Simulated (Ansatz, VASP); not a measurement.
## Mg2NCl in VASP and in Ansatz

Contents of INCAR:

```
SYSTEM = Mg2NCl
PREC = Accurate
ENCUT = 520
EDIFF = 1E-7
ISMEAR = 0
SIGMA = 0.01
LREAL = .False.
LASPH = .True.
NELM = 80
ALGO = Normal
ISIF = 2
LWAVE = .False.
LCHARG = .False.
GGA = PE
NBANDS = 16
```

File KPOINTS:

```
Automatic mesh
0
Gamma
  10 10 10
  0 0 0
```

The input POSCAR:

```
Mg2NCl
1.0
    1.6466125274      0.9506721860      5.9379615217
   -1.6466125274      0.9506721860      5.9379615217
    0.0000000000     -1.9013443719      5.9379615217
Mg N Cl
2 1 1
Direct
    0.2229104119      0.2229104119      0.2229104119
    0.7770895881      0.7770895881      0.7770895881
    0.5000000000      0.5000000000      0.5000000000
    0.0000000000      0.0000000000      0.0000000000
```

Input for Ansatz:

```yaml
crystal:
  lattice:
    - [1.6466125274, 0.950672186, 5.9379615217]
    - [-1.6466125274, 0.950672186, 5.9379615217]
    - [0.0, -1.9013443719, 5.9379615217]
  atoms:
    - { symbol: Mg, position: [0.2229104119, 0.2229104119, 0.2229104119] }
    - { symbol: Mg, position: [0.7770895881, 0.7770895881, 0.7770895881] }
    - { symbol: "N", position: [0.5, 0.5, 0.5] }
    - { symbol: Cl, position: [0.0, 0.0, 0.0] }
kpoints:
  mp_grid: { grid: [10, 10, 10] }
  band_path:
    path:
      - [0.0, 0.0, 0.0]
      - [0.5, 0.5, 0.5]
      - [0.8162451632, 0.1837548368, 0.5]
      - [0.5, -0.1837548368, 0.1837548368]
      - [0.5, 0.0, 0.0]
      - [0.3418774184, -0.3418774184, 0.0]
      - [0.6581225816, 0.0, 0.3418774184]
      - [0.5, 0.0, 0.5]
    npoints: 1
hamiltonian:
  xc: pbe
scf:
  occupations: { method: fixed }
  n_extra_bands: 5
output:
  forces: true
  stress: true
  eigenvalues: true
```

Alike in both runs: task single point; functional PBE; k mesh 10 × 10 × 10; no spin polarisation.

|  | VASP | Ansatz |
| --- | --- | --- |
| version | VASP 6.6.1 | Ansatz 0.2.0 |
| potentials or method | VASP PAW PBE potentials, release 64 (Mg, N, Cl) | plane waves, PAW |
| plane-wave cutoff (eV) | 520 | 420 |
| occupations | gaussian, width 0.01 eV | fixed |
| valence electrons in the cell | 16 | 32 |

Ansatz gave:

```
gap on the k mesh at the Fermi level (eV)                     : 2.44
pressure (GPa)                                                : 2.4
traceless stress, the component that is largest in VASP (GPa) : 0.06
rms of the force components (eV/Å)                            : 0.036
```

Problem. Which values does VASP return?

Solution. gap on the k mesh at the Fermi level (eV): 2.40; pressure (GPa): 2.1; traceless stress, the component that is largest in VASP (GPa): -0.05; rms of the force components (eV/Å): 0.016.

Atom by atom the forces differ by 0.020 eV/Å (rms over components). VASP's potentials hold 16 valence electrons a cell and Ansatz's 32, so a difference there can come from the potentials and not from the codes.
